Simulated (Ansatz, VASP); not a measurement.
One calculation of KF, two programs

File INCAR:

```
PREC = Accurate
ENCUT = 520
EDIFF = 1E-6
ISMEAR = 0
SIGMA = 0.05
LREAL = False
LASPH = True
NELM = 60
ALGO = Normal
ISIF = 2
LWAVE = False
LCHARG = False
GGA = PE
NBANDS = 15
```

KPOINTS

```
Automatic mesh
0
Gamma
  8 8 8
```

POSCAR

```
KF
1.0
    0.1189400146      2.8139554503      2.8139554503
    2.8139554503      0.1189400146      2.8139554503
    2.8139554503      2.8139554503      0.1189400146
K F
1 1
Direct
    0.0000000000      0.0000000000      0.0000000000
    0.5000000000      0.5000000000      0.5000000000
```

Input for Ansatz:

```yaml
crystal:
  lattice:
    - [0.1189400146, 2.8139554503, 2.8139554503]
    - [2.8139554503, 0.1189400146, 2.8139554503]
    - [2.8139554503, 2.8139554503, 0.1189400146]
  atoms:
    - { symbol: K, position: [0.0, 0.0, 0.0] }
    - { symbol: F, position: [0.5, 0.5, 0.5] }
basis:
  ecutwfc: 520.0
kpoints:
  mp_grid: { grid: [8, 8, 8] }
hamiltonian:
  xc: pbe
scf:
  occupations: { method: gaussian, width: 0.05 }
output:
  forces: true
  stress: true
  eigenvalues: true
```

Alike in both runs: task single point; functional PBE; k mesh 8 × 8 × 8; occupations gaussian, width 0.05 eV; no spin polarisation.

```csv
,VASP,Ansatz
version,VASP 6.6.1,Ansatz 0.2.0
potentials or method,"VASP PAW PBE potentials, release 64 (K_sv, F), cutoff 520 eV","scalar-relativistic, plane waves, PAW"
valence electrons in the cell,16,16
```

|  | VASP | Ansatz | Ansatz less VASP |
| --- | --- | --- | --- |
| gap on the k mesh at the Fermi level (eV) | 5.67 | 5.69 | +0.014 |
| least direct gap on the mesh (eV) | 5.67 | 5.69 | +0.014 |
| pressure (GPa) | -1.3 | -1.3 | +0.02 |
| traceless stress, the component that is largest in VASP (GPa) | -0.66 | -0.67 | -0.005 |
